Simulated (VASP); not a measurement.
# AlN in VASP: single point with PBE

Aim: the single point of AlN with PBE.

Program: VASP 6.6.1. These are calculated values, not measurements. Logs are shortened: lines on timing, memory, paths and dates and some standing lists are left out, and cuts for length are marked.

## Step 1: The cell of the first run

The cell holds a wire or tube with vacuum around it, 14 atoms: a = 13.700 Å, b = 12.900 Å, c = 5.018 Å, α = 90.00°, β = 90.00°, γ = 90.00°.

## Step 2: Single point, PBE, collinear spin, ferromagnetic start

Contents of INCAR:

```
SYSTEM = AlN
PREC = Accurate
ENCUT = 520
EDIFF = 1E-6
ISMEAR = 0
SIGMA = 0.05
LREAL = .FALSE.
LASPH = .TRUE.
NELM = 150
ALGO = Normal
ISIF = 2
LWAVE = .FALSE.
LCHARG = .FALSE.
ISPIN = 2
MAGMOM = 0.3 0.3 0.3 0.3 0.3 0.3 0.3 0.3 0.3 0.3 0.3 0.3 0.3 0.3
LORBIT = 11
GGA = PE
NBANDS = 45
```

Contents of KPOINTS:

```
Automatic mesh
0
G
  1 1 7
  0 0 0
```

Contents of POSCAR:

```
AlN
1.0
   13.7000000000      0.0000000000      0.0000000000
    0.0000000000     12.9000000000      0.0000000000
    0.0000000000      0.0000000000      5.0179926669
Al N
7 7
Direct
    0.3286361173      0.4299515928      0.9992292051
    0.5571212942      0.4299515928      0.9992292051
    0.4428787058      0.6400968143      0.9992292051
    0.4428787058      0.3599031857      0.4992292051
    0.3286361173      0.5700484072      0.4992292051
    0.6713638827      0.3599031857      0.4992292051
    0.5571212942      0.5700484072      0.4992292051
    0.3286361173      0.4299515928      0.3807707949
    0.5571212942      0.4299515928      0.3807707949
    0.4428787058      0.6400968143      0.3807707949
    0.4428787058      0.3599031857      0.8807707949
    0.3286361173      0.5700484072      0.8807707949
    0.6713638827      0.3599031857      0.8807707949
    0.5571212942      0.5700484072      0.8807707949
```

Potentials or basis: VASP PAW PBE potentials, release 64 (Al, N).

Command:

```console
cat potpaw_PBE.64/Al/POTCAR potpaw_PBE.64/N/POTCAR > POTCAR
mpirun -np 1 vasp_std > vasp.out
```

OUTCAR:

```text
SYSTEM = AlN
   PREC = Accurate
   ENCUT = 520
   EDIFF = 1E-6
   ISMEAR = 0
   LREAL = .FALSE.
   LASPH = .TRUE.
   NELM = 150
   ISIF = 2
   ISPIN = 2
   LORBIT = 11
   GGA = PE

 ion  position               nearest neighbor table
   1  0.329  0.430  0.999-  11 1.90  12 1.90   8 1.91   4 3.09   4 3.09   5 3.09   5 3.09   2 3.13
                             3 3.13
   2  0.557  0.430  0.999-  11 1.90  13 1.90  14 1.90   9 1.91   4 3.09   4 3.09   6 3.09   6 3.09
                             7 3.09   7 3.09   1 3.13   3 3.13
   3  0.443  0.640  0.999-  14 1.90  12 1.90  10 1.91   7 3.09   7 3.09   5 3.09   5 3.09   2 3.13
                             1 3.13
   4  0.443  0.360  0.499-   9 1.90   8 1.90  11 1.91   2 3.09   2 3.09   1 3.09   1 3.09   6 3.13
                             7 3.13   5 3.13
   5  0.329  0.570  0.499-  10 1.90   8 1.90  12 1.91   3 3.09   3 3.09   1 3.09   1 3.09   7 3.13
                             4 3.13
   6  0.671  0.360  0.499-   9 1.90  13 1.91   2 3.09   2 3.09   4 3.13   7 3.13
   7  0.557  0.570  0.499-  10 1.90   9 1.90  14 1.91   3 3.09   3 3.09   2 3.09   2 3.09   5 3.13
                             4 3.13   6 3.13
   8  0.329  0.430  0.381-   4 1.90   5 1.90   1 1.91
   9  0.557  0.430  0.381-   4 1.90   6 1.90   7 1.90   2 1.91
  10  0.443  0.640  0.381-   7 1.90   5 1.90   3 1.91
  11  0.443  0.360  0.881-   2 1.90   1 1.90   4 1.91
  12  0.329  0.570  0.881-   3 1.90   1 1.90   5 1.91
  13  0.671  0.360  0.881-   2 1.90   6 1.91
  14  0.557  0.570  0.881-   3 1.90   2 1.90   7 1.91

  LATTYP: Found a simple orthorhombic cell.
 ALAT       =     5.0179926669
 B/A-ratio  =     2.5707490736
 C/A-ratio  =     2.7301753728

  Lattice vectors:

 A1 = (   0.0000000000,   0.0000000000,  -5.0179926669)
 A2 = (   0.0000000000,  12.9000000000,   0.0000000000)
 A3 = (  13.7000000000,   0.0000000000,   0.0000000000)

Analysis of symmetry for initial positions (statically):
=====================================================================
 Subroutine PRICEL returns:
 Original cell was already a primitive cell.

 Routine SETGRP: Setting up the symmetry group for a
 simple orthorhombic supercell.

 Subroutine GETGRP returns: Found  1 space group operations
 (whereof  1 operations were pure point group operations)
 out of a pool of  8 trial point group operations.

The static configuration has the point symmetry C_1 .

Analysis of symmetry for dynamics (positions and initial velocities):
=====================================================================
 Subroutine PRICEL returns:
 Original cell was already a primitive cell.

 Routine SETGRP: Setting up the symmetry group for a
 simple orthorhombic supercell.

 Subroutine GETGRP returns: Found  1 space group operations
 (whereof  1 operations were pure point group operations)
 out of a pool of  8 trial point group operations.

The dynamic configuration has the point symmetry C_1 .

Analysis of structural, dynamic, and magnetic symmetry:
=====================================================================
 Subroutine PRICEL returns:
 Original cell was already a primitive cell.

 Routine SETGRP: Setting up the symmetry group for a
 simple orthorhombic supercell.

 Subroutine GETGRP returns: Found  1 space group operations
 (whereof  1 operations were pure point group operations)
 out of a pool of  8 trial point group operations.

The overall configuration has the point symmetry C_1 .

 Subroutine INISYM returns: Found  1 space group operations
 (whereof  1 operations are pure point group operations),
 and found     1 'primitive' translations

----------------------------------------------------------------------------------------

                                     Primitive cell

  volume of cell :     886.8298

  direct lattice vectors                    reciprocal lattice vectors
    13.700000000  0.000000000  0.000000000     0.072992701  0.000000000  0.000000000
     0.000000000 12.900000000  0.000000000     0.000000000  0.077519380  0.000000000
     0.000000000  0.000000000  5.017992667     0.000000000  0.000000000  0.199282874

  length of vectors
    13.700000000 12.900000000  5.017992667     0.072992701  0.077519380  0.199282874

[... 89 lines left out ...]
   ISIF   =      2    stress and relaxation
   ISYM   =      2    0-nonsym 1-usesym 2-fastsym
   POTIM  = 0.5000    time-step for ionic-motion
   TEBEG  =    0.0;   TEEND  =   0.0 temperature during run
   PSTRESS=    0.0 pullay stress
   NELECT =      56.0000    total number of electrons
   NUPDOWN=      -1.0000    fix difference up-down
   EMIN   =  10.00;   EMAX   =-10.00  energy-range for DOS
   EFERMI =   0.00;   METHOD = LEGACY
   ISMEAR =     0;   SIGMA  =   0.05  broadening in eV -4-tet -1-fermi 0-gaus
   EFERMI_NEDOS =   21; number of points for ismear=-14 and -15
   IALGO  =     38    algorithm
   IMIX   =      4    mixing-type and parameters
     AMIX     =   0.40;   BMIX     =  1.00
     AMIX_MAG =   1.60;   BMIX_MAG =  1.00
  volume/ion in A,a.u.               =      63.34       427.47
  Fermi-wavevector in a.u.,A,eV,Ry     =   0.651915  1.231940  5.782377  0.424993
  Thomas-Fermi vector in A             =   1.721667
   LORBIT       =     11    0 simple, 1 ext, 2 COOP (PROOUT), +10 PAW based schemes
   GGA     = PE    functional components
   LHFCALC =     F    Hartree Fock is set to
   AEXX    =    0.0000 exact exchange contribution
   IVDW    =     0    specifies the selected vdW correction
   LEPSILON=     F    determine dielectric tensor
   LRPA    =     F    only Hartree local field effects (RPA)
 spin polarized calculation
 Gauss-broadening in eV      SIGMA  =   0.05
  energy-cutoff  :      520.00
  volume of cell :      886.83
 maximum number of plane-waves:     23896
 NGX is ok and might be reduce to   108
   NGX = 51   NGY = 47   NGZ = 19

 number of electron      55.9999996 magnetization       0.1257728

 Free energy of the ion-electron system (eV)
  ---------------------------------------------------
  ext. energy  EPLUGINS =         0.00000000
  ---------------------------------------------------
  free energy    TOTEN  =       -86.56376368 eV

  energy without entropy =      -86.55761483  energy(sigma->0) =      -86.56068926

 E-fermi :  -2.5972     XC(G=0):  -3.0954

 val. band max:       -2.6200451395   @ k =   0.0000   0.0000   0.4286
 cond. band min:      -2.5916224333   @ k =   0.0000   0.0000   0.0000
 fundamental gap:      0.0284227062
 Fermi energy:        -2.5971889298

 spin component 1

 k-point     1 :       0.0000    0.0000    0.0000
  band No.  band energies     occupation
      1     -17.9038      1.00000
      2     -16.6314      1.00000
      3     -15.9865      1.00000
      4     -15.4963      1.00000
      5     -15.2506      1.00000
      6     -15.0658      1.00000
[... 161 lines left out ...]
     39       2.5821      0.00000
     40       2.7112      0.00000
 Fermi energy:        -2.5971889298

 spin component 2

 k-point     1 :       0.0000    0.0000    0.0000
  band No.  band energies     occupation
      1     -17.8966      1.00000
      2     -16.6280      1.00000
      3     -15.9804      1.00000
      4     -15.4838      1.00000
      5     -15.2490      1.00000
      6     -15.0567      1.00000
[... 161 lines left out ...]
     39       2.5914      0.00000
     40       2.7235      0.00000
 [bands above 40 left out]

------------------------ aborting loop because EDIFF is reached ----------------------------------------

  FORCE on cell =-STRESS in cart. coord.  units (eV):
  Direction    XX          YY          ZZ          XY          YZ          ZX
  --------------------------------------------------------------------------------------
  -------------------------------------------------------------------------------------
  Total       -9.0646581     -7.3501671    -27.9587420      1.4854355     -0.3481646      0.6039620
  in kB      -16.3765234    -13.2790650    -50.5112259      2.6836389     -0.6290061      1.0911385
  external PRESSURE =     -26.7222714 kB  Pullay stress =       0.0000000 kB

 VOLUME and BASIS-vectors are now :
 -----------------------------------------------------------------------------
  energy-cutoff  :      520.00
  volume of cell :      886.83
      direct lattice vectors                 reciprocal lattice vectors
    13.700000000  0.000000000  0.000000000     0.072992701  0.000000000  0.000000000
     0.000000000 12.900000000  0.000000000     0.000000000  0.077519380  0.000000000
     0.000000000  0.000000000  5.017992667     0.000000000  0.000000000  0.199282874

 POSITION                                       TOTAL-FORCE (eV/Angst)
 -----------------------------------------------------------------------------------
      4.50231      5.54638      5.01412         2.132538      1.146865      0.818933
      7.63256      5.54638      5.01412         0.437820     -0.250495     -1.240057
      6.06744      8.25725      5.01412         0.078171     -2.426270      0.817134
      6.06744      4.64275      2.50513        -1.271523      2.038223      1.597031
      4.50231      7.35362      2.50513         2.168901     -1.256275      1.077728
      9.19769      4.64275      2.50513        -0.793411      0.458174      2.163680
      7.63256      7.35362      2.50513        -2.396666      0.084601      1.599025
      4.50231      5.54638      1.91071        -0.154170     -0.283036     -1.023217
      7.63256      5.54638      1.91071         1.207616     -0.697406     -0.535635
      6.06744      8.25725      1.91071         0.164136      0.279629     -1.023107
      6.06744      4.64275      4.41970        -0.965404     -0.391003     -0.884802
      4.50231      7.35362      4.41970        -0.608238      0.354425     -0.986019
      9.19769      4.64275      4.41970         0.147633     -0.085404     -1.495913
      7.63256      7.35362      4.41970        -0.147402      1.027971     -0.884782
 -----------------------------------------------------------------------------------
    total drift:                                0.000828     -0.000304     -0.001749

  FREE ENERGIE OF THE ION-ELECTRON SYSTEM (eV)
  ---------------------------------------------------
  free  energy   TOTEN  =       -86.5637636828 eV

  energy  without entropy=      -86.5576148327  energy(sigma->0) =      -86.56068926

 total charge

# of ion       s       p       d       tot
------------------------------------------
    1        0.387   0.359   0.000   0.746
    2        0.365   0.417   0.000   0.782
    3        0.387   0.359   0.000   0.746
    4        0.381   0.357   0.000   0.738
    5        0.383   0.356   0.000   0.739
    6        0.423   0.296   0.000   0.720
    7        0.381   0.357   0.000   0.738
    8        1.236   2.475   0.000   3.711
    9        1.243   2.578   0.000   3.821
   10        1.236   2.475   0.000   3.711
   11        1.237   2.472   0.000   3.709
   12        1.235   2.475   0.000   3.710
   13        1.262   2.301   0.000   3.563
   14        1.237   2.472   0.000   3.709
--------------------------------------------------
tot         11.393  19.749   0.000  31.142

 magnetization (x)

# of ion       s       p       d       tot
------------------------------------------
    1        0.000   0.000   0.000   0.001
    2        0.000  -0.000   0.000  -0.000
    3        0.000   0.000   0.000   0.001
    4        0.001   0.000   0.000   0.001
    5        0.000   0.000   0.000   0.001
    6        0.004   0.001   0.000   0.005
    7        0.001   0.000   0.000   0.001
    8        0.000   0.001   0.000   0.001
    9        0.001   0.003   0.000   0.004
   10        0.000   0.001   0.000   0.001
   11        0.001   0.007   0.000   0.008
   12        0.000  -0.000   0.000   0.000
   13        0.002   0.036   0.000   0.039
   14        0.001   0.007   0.000   0.008
--------------------------------------------------
tot          0.013   0.056   0.000   0.068
```

Run time: 39 min. Hardware: 1 thread of Intel Xeon 8259CL, shared host; peak memory 1.3 GiB.

Results:

```yaml
Free_energy: -86.5638 eV
Largest_force: 2.885 eV/Å
Band_gap_on_the_k_mesh: 0.03 eV (least direct gap 0.24 eV)
Net_moment: 0.13 μB per cell
Site_moments: Al +0.00, -0.00, +0.01 (each value once); N +0.00, +0.01, +0.04 (each value once) μB
Valence_electrons_inside_the_program's_atomic_spheres: Al 0.75, 0.78, 0.74, 0.72 (each value once); N 3.71, 3.82, 3.56 (each value once)
```

Forces in eV/Å, atoms in the order of the input:
```
Al   2.133  1.147  0.819
Al   0.438 -0.250 -1.240
Al   0.078 -2.426  0.817
Al  -1.272  2.038  1.597
Al   2.169 -1.256  1.078
Al  -0.793  0.458  2.164
Al  -2.397  0.085  1.599
N   -0.154 -0.283 -1.023
N    1.208 -0.697 -0.536
N    0.164  0.280 -1.023
N   -0.965 -0.391 -0.885
N   -0.608  0.354 -0.986
N    0.148 -0.085 -1.496
N   -0.147  1.028 -0.885
```

Caveat: semilocal functionals underestimate gaps, and a narrow one can read as zero.
